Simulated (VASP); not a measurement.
# Au (I4/mmm) in VASP: a series of runs

Au is run at these levels: PBEsol; tasks: single point.

Everything below comes from runs of VASP 6.6.1. Logs are shortened: lines on timing, memory, paths and dates and some standing lists are left out, and cuts for length are marked.

## (1) The cell of the first run

Symmetry: I4/mmm, No. 139, tetragonal system. The conventional cell has a = 3.315 Å, b = 3.315 Å, c = 3.248 Å, α = 90.00°, β = 90.00°, γ = 90.00°. Au (site symmetry 4/mmm) has 14 Au at 2.85 to 3.31 Å within 3.8 Å.

## (2) Single point, PBEsol (strain -0.0200 x Voigt [0, 0, 1, 0, 0, 0])

INCAR reads:

```
PREC     = Accurate       # precision mode
ENCUT    = 520            # plane-wave cutoff, eV
EDIFF    = 1E-7           # SCF threshold, eV
ISMEAR   = 0              # smearing method
SIGMA    = 0.15           # smearing width, eV
LREAL    = F              # projectors in reciprocal space
LASPH    = T              # aspherical terms in the spheres
NELM     = 60             # most SCF steps
ALGO     = Fast           # electronic algorithm
ISIF     = 2              # what is computed and relaxed
LWAVE    = F              # write WAVECAR
LCHARG   = F              # write CHGCAR
GGA      = PS             # functional
NBANDS   = 12             # bands
```

KPOINTS reads:

```
regular mesh
0
Gamma
  20 20 20
```

POSCAR reads:

```
Au
1.0
   -1.6572690000      1.6572690000      1.6241236200
    1.6572690000     -1.6572690000      1.6241236200
    1.6572690000      1.6572690000     -1.6241236200
Au
1
Direct
    0.0000000000      0.0000000000      0.0000000000
```

Potentials or basis: VASP PAW PBE potentials, release 64 (Au).

Started as:

```console
> cat potpaw_PBE.64/Au/POTCAR > POTCAR
> mpirun -np 1 vasp_std > vasp.out
```

OUTCAR:

```text
PREC = Accurate
   ENCUT = 520
   EDIFF = 1E-7
   ISMEAR = 0
   LREAL = F
   LASPH = T
   NELM = 60
   ISIF = 2
   GGA = PS

 ion  position               nearest neighbor table
   1  0.000  0.000  0.000-

  LATTYP: Found a body centered tetragonal cell.
 ALAT       =     3.3145380000
 C/A-ratio  =     0.9800000000

  Lattice vectors:

 A1 = (  -1.6572690000,   1.6572690000,   1.6241236200)
 A2 = (   1.6572690000,  -1.6572690000,   1.6241236200)
 A3 = (   1.6572690000,   1.6572690000,  -1.6241236200)

Analysis of symmetry for initial positions (statically):
=====================================================================
 Subroutine PRICEL returns:
 Original cell was already a primitive cell.

 Routine SETGRP: Setting up the symmetry group for a
 body centered tetragonal supercell.

 Subroutine GETGRP returns: Found 16 space group operations
 (whereof 16 operations were pure point group operations)
 out of a pool of 16 trial point group operations.

The static configuration has the point symmetry D_4h.

Analysis of symmetry for dynamics (positions and initial velocities):
=====================================================================
 Subroutine PRICEL returns:
 Original cell was already a primitive cell.

 Routine SETGRP: Setting up the symmetry group for a
 body centered tetragonal supercell.

 Subroutine GETGRP returns: Found 16 space group operations
 (whereof 16 operations were pure point group operations)
 out of a pool of 16 trial point group operations.

The dynamic configuration has the point symmetry D_4h.

 Subroutine INISYM returns: Found 16 space group operations
 (whereof 16 operations are pure point group operations),
 and found     1 'primitive' translations

----------------------------------------------------------------------------------------

                                     Primitive cell

  volume of cell :      17.8429

  direct lattice vectors                    reciprocal lattice vectors
    -1.657269000  1.657269000  1.624123620     0.000000000  0.301701172  0.307858339
     1.657269000 -1.657269000  1.624123620     0.301701172  0.000000000  0.307858339
     1.657269000  1.657269000 -1.624123620     0.301701172  0.301701172  0.000000000

  length of vectors
     2.851466046  2.851466046  2.851466046     0.431045652  0.431045652  0.426669890

  position of ions in fractional coordinates (direct lattice)
     0.000000000  0.000000000  0.000000000

  ion indices of the primitive-cell ions
   primitive index   ion index
                 1           1

----------------------------------------------------------------------------------------

 KPOINTS: regular mesh

Automatic generation of k-mesh.
 Grid dimensions read from file:
 generate k-points for:   20   20   20

 Generating k-lattice:

  Cartesian coordinates                     Fractional coordinates (reciprocal lattice)
     0.000000000  0.015085059  0.015392917     0.050000000  0.000000000  0.000000000
     0.015085059  0.000000000  0.015392917     0.000000000  0.050000000  0.000000000
     0.015085059  0.015085059  0.000000000     0.000000000  0.000000000  0.050000000

  Length of vectors
     0.021552283  0.021552283  0.021333494

  Shift w.r.t. Gamma in fractional coordinates (k-lattice)
     0.000000000  0.000000000  0.000000000

 Subroutine IBZKPT returns following result:
 ===========================================

 Found    641 irreducible k-points:

 Following reciprocal coordinates:
            Coordinates               Weight
  0.000000  0.000000  0.000000      1.000000
  0.050000  0.000000  0.000000      8.000000
  0.100000 -0.000000  0.000000      8.000000
  0.150000 -0.000000  0.000000      8.000000
  0.200000 -0.000000  0.000000      8.000000
  0.250000  0.000000  0.000000      8.000000
[... 16 lines left out ...]
 -0.400000  0.050000 -0.000000     16.000000
 -0.350000  0.050000  0.000000     16.000000
 [... further k-points ...]
   k-points           NKPTS =    641   k-points in BZ     NKDIM =    641   number of bands    NBANDS=     12
   number of dos      NEDOS =    301   number of ions     NIONS =      1
   total plane-waves  NPLWV =  13824
   dimension x,y,z NGX =    24 NGY =   24 NGZ =   24
   dimension x,y,z NGXF=    48 NGYF=   48 NGZF=   48
   ions per type =               1
   NGX,Y,Z   is equivalent  to a cutoff of  13.99, 13.99, 13.99 a.u.
   NGXF,Y,Z  is equivalent  to a cutoff of  27.98, 27.98, 27.98 a.u.
 SYSTEM =  unknown system
   PREC   = accura    normal or accurate (medium, high low for compatibility)
   ISTART =      0    job   : 0-new  1-cont  2-samecut
   ICHARG =      2    charge: 1-file 2-atom 10-const
   ISPIN  =      1    spin polarized calculation?
   LNONCOLLINEAR =      F non collinear calculations
   LSORBIT =      F    spin-orbit coupling
   LASPH  =      T    aspherical Exc in radial PAW
   ENCUT  =  520.0 eV  38.22 Ry    6.18 a.u.   5.30  5.30  5.30*2*pi/ulx,y,z
   NELM   =     60;   NELMIN=  2; NELMDL= -5     # of ELM steps
   EDIFF  = 0.1E-06   stopping-criterion for ELM
   LREAL  =      F    real-space projection
   EDIFFG = 0.1E-05   stopping-criterion for IOM
   NSW    =      0    number of steps for IOM
   IBRION =     -1    ionic relax: 0-MD 1-quasi-New 2-CG
   NFREE  =      0    steps in history (QN), initial steepest desc. (CG)
   ISIF   =      2    stress and relaxation
   ISYM   =      2    0-nonsym 1-usesym 2-fastsym
   POTIM  = 0.5000    time-step for ionic-motion
   TEBEG  =    0.0;   TEEND  =   0.0 temperature during run
   PSTRESS=    0.0 pullay stress
   NELECT =      11.0000    total number of electrons
   NUPDOWN=      -1.0000    fix difference up-down
   EMIN   =  10.00;   EMAX   =-10.00  energy-range for DOS
   EFERMI =   0.00;   METHOD = LEGACY
   ISMEAR =     0;   SIGMA  =   0.15  broadening in eV -4-tet -1-fermi 0-gaus
   EFERMI_NEDOS =   21; number of points for ismear=-14 and -15
   IALGO  =     68    algorithm
   IMIX   =      4    mixing-type and parameters
     AMIX     =   0.40;   BMIX     =  1.00
     AMIX_MAG =   1.60;   BMIX_MAG =  1.00
  volume/ion in A,a.u.               =      17.84       120.41
  Fermi-wavevector in a.u.,A,eV,Ry     =   1.393319  2.632992 26.413522  1.941339
  Thomas-Fermi vector in A             =   2.516977
   LORBIT       =      0    0 simple, 1 ext, 2 COOP (PROOUT), +10 PAW based schemes
   GGA     = PS    functional components
   LHFCALC =     F    Hartree Fock is set to
   AEXX    =    0.0000 exact exchange contribution
   IVDW    =     0    specifies the selected vdW correction
   LEPSILON=     F    determine dielectric tensor
   LRPA    =     F    only Hartree local field effects (RPA)
 non-spin polarized calculation
 RMM-DIIS sequential band-by-band and
 Gauss-broadening in eV      SIGMA  =   0.15
  energy-cutoff  :      520.00
  volume of cell :       17.84
 maximum number of plane-waves:       490
 NGX is ok and might be reduce to    24
   NGX = 11   NGY = 11   NGZ = 11

 number of electron      11.0000000 magnetization

 Free energy of the ion-electron system (eV)
  ---------------------------------------------------
  ext. energy  EPLUGINS =         0.00000000
  ---------------------------------------------------
  free energy    TOTEN  =        -3.88617924 eV

  energy without entropy =       -3.88355758  energy(sigma->0) =       -3.88486841

 E-fermi :   8.5562     XC(G=0): -12.6167

 val. band max:        8.5281561724   @ k =  -0.1000  -0.4500   0.1000
 cond. band min:       8.5968236067   @ k =   0.5000   0.4000   0.0000
 fundamental gap:      0.0686674343
 Fermi energy:         8.5562248390

 k-point     1 :       0.0000    0.0000    0.0000
  band No.  band energies     occupation
      1      -0.9017      2.00000
      2       3.8350      2.00000
      3       3.9613      2.00000
      4       3.9613      2.00000
      5       5.6530      2.00000
      6       5.8006      2.00000
      7      24.8971      0.00000
      8      24.8971      0.00000
      9      25.2548      0.00000
     10      31.8042      0.00000
     11      31.8042      0.00000
     12      32.4480      0.00000

 k-point     2 :       0.0500    0.0000    0.0000
  band No.  band energies     occupation
      1      -0.8121      2.00000
      2       3.8386      2.00000
      3       3.9629      2.00000
      4       3.9909      2.00000
      5       5.6472      2.00000
      6       5.7761      2.00000
      7      24.9103      0.00000
      8      25.0086      0.00000
      9      25.2413      0.00000
     10      30.7653      0.00000
     11      31.2487      0.00000
     12      31.4818      0.00000

 k-point     3 :       0.1000   -0.0000    0.0000
  band No.  band energies     occupation
      1      -0.5486      2.00000
      2       3.7795      2.00000
      3       3.9652      2.00000
      4       4.1508      2.00000
      5       5.6120      2.00000
      6       5.7362      2.00000
      7      24.8272      0.00000
      8      25.1190      0.00000
      9      25.3353      0.00000
     10      29.3645      0.00000
     11      29.8526      0.00000
     12      30.6007      0.00000

 k-point     4 :       0.1500   -0.0000    0.0000
  band No.  band energies     occupation
      1      -0.1293      2.00000
      2       3.6611      2.00000
      3       3.9658      2.00000
      4       4.4399      2.00000
      5       5.5371      2.00000
      6       5.7315      2.00000
      7      24.0990      0.00000
      8      24.7935      0.00000
      9      25.8531      0.00000
     10      28.2776      0.00000
     11      29.1775      0.00000
     12      29.3484      0.00000

 k-point     5 :       0.2000   -0.0000    0.0000
  band No.  band energies     occupation
      1       0.4047      2.00000
      2       3.5111      2.00000
      3       3.9840      2.00000
      4       4.8306      2.00000
      5       5.4789      2.00000
      6       5.7512      2.00000
      7      22.4781      0.00000
      8      24.1575      0.00000
      9      26.5189      0.00000
     10      27.9152      0.00000
     11      27.9656      0.00000
     12      29.2999      0.00000
[... 228 lines left out ...]
      1       1.7379      2.00000
      2       2.8802      2.00000
      3       5.6160      2.00000
      4       5.8482      2.00000
      5       6.8406      2.00000
      6       8.3273      1.96909
      7      12.0967      0.00000
      8      20.7158      0.00000
      9      21.7396      0.00000
     10      29.6301      0.00000
     11      30.0972      0.00000
     12      31.4014      0.00000

 k-point    22 :      -0.4500    0.0500    0.0000
  band No.  band energies     occupation
      1       1.7504      2.00000
      2       2.9256      2.00000
      3       5.5623      2.00000
      4       5.7905      2.00000
      5       6.4760      2.00000
      6       7.5313      2.00000
      7      13.4376      0.00000
      8      20.9437      0.00000
      9      22.1407      0.00000
     10      29.4134      0.00000
     11      29.8601      0.00000
     12      31.7501      0.00000

 k-point    23 :      -0.4000    0.0500   -0.0000
  band No.  band energies     occupation
      1       1.7369      2.00000
      2       3.0125      2.00000
      3       5.2626      2.00000
      4       5.6766      2.00000
      5       5.9930      2.00000
      6       6.8235      2.00000
      7      15.2611      0.00000
      8      21.3843      0.00000
      9      22.8893      0.00000
     10      28.9998      0.00000
     11      29.5089      0.00000
     12      32.1997      0.00000

 k-point    24 :      -0.3500    0.0500    0.0000
  band No.  band energies     occupation
      1       1.6097      2.00000
      2       3.1344      2.00000
      3       4.6145      2.00000
      4       5.5437      2.00000
      5       5.8565      2.00000
      6       6.2352      2.00000
      7      17.2834      0.00000
      8      22.0093      0.00000
      9      23.8876      0.00000
     10      28.3701      0.00000
     11      29.2163      0.00000
     12      31.7471      0.00000

 [... further k-points ...]
[... 5 lines left out ...]
  --------------------------------------------------------------------------------------
  -------------------------------------------------------------------------------------
  Total       -0.7942715     -0.7942715     -0.7999014      0.0000000      0.0000000      0.0000000
  in kB      -71.3205195    -71.3205195    -71.8260405      0.0000000      0.0000000      0.0000000
  external PRESSURE =     -71.4890265 kB  Pullay stress =       0.0000000 kB

 VOLUME and BASIS-vectors are now :
 -----------------------------------------------------------------------------
  energy-cutoff  :      520.00
  volume of cell :       17.84
      direct lattice vectors                 reciprocal lattice vectors
    -1.657269000  1.657269000  1.624123620     0.000000000  0.301701172  0.307858339
     1.657269000 -1.657269000  1.624123620     0.301701172  0.000000000  0.307858339
     1.657269000  1.657269000 -1.624123620     0.301701172  0.301701172  0.000000000

 POSITION                                       TOTAL-FORCE (eV/Angst)
 -----------------------------------------------------------------------------------
      0.00000      0.00000      0.00000         0.000000      0.000000      0.000000
 -----------------------------------------------------------------------------------
    total drift:                                0.000000      0.000000      0.000000

  FREE ENERGIE OF THE ION-ELECTRON SYSTEM (eV)
  ---------------------------------------------------
  free  energy   TOTEN  =        -3.8861792430 eV

  energy  without entropy=       -3.8835575810  energy(sigma->0) =       -3.88486841
```

Run time: 41 s. Hardware: 1 thread of Intel Xeon 6975P-C (Granite Rapids), shared host; peak memory 0.25 GiB.

Results:

```yaml
Free_energy: -3.8862 eV
Pressure: -7.1 GPa
```

Levels at points of the mesh, in eV from the Fermi level:
```tsv
k point	band 4	band 5	band 6	band 7	band 8	band 9
(0.00, 0.00, 0.00)	-4.59	-2.90	-2.76	16.34	16.34	16.70
(0.50, 0.00, 0.00)	-2.60	-1.40	-0.48	3.32	12.20	13.38
(0.50, 0.50, 0.00)	-2.69	-1.42	-0.60	3.16	12.49	13.84
(0.50, 0.50, 0.50)	-1.77	-1.73	5.99	5.99	6.57	9.11
```

Caveat: the cell differs from its parent crystal (strain -0.0200 x Voigt [0, 0, 1, 0, 0, 0]); the PAW data sets were made with another functional, which shifts forces and pressure a little; spin-orbit coupling is left out, which moves the levels of the heavy elements.

[end of part 1 of 2]
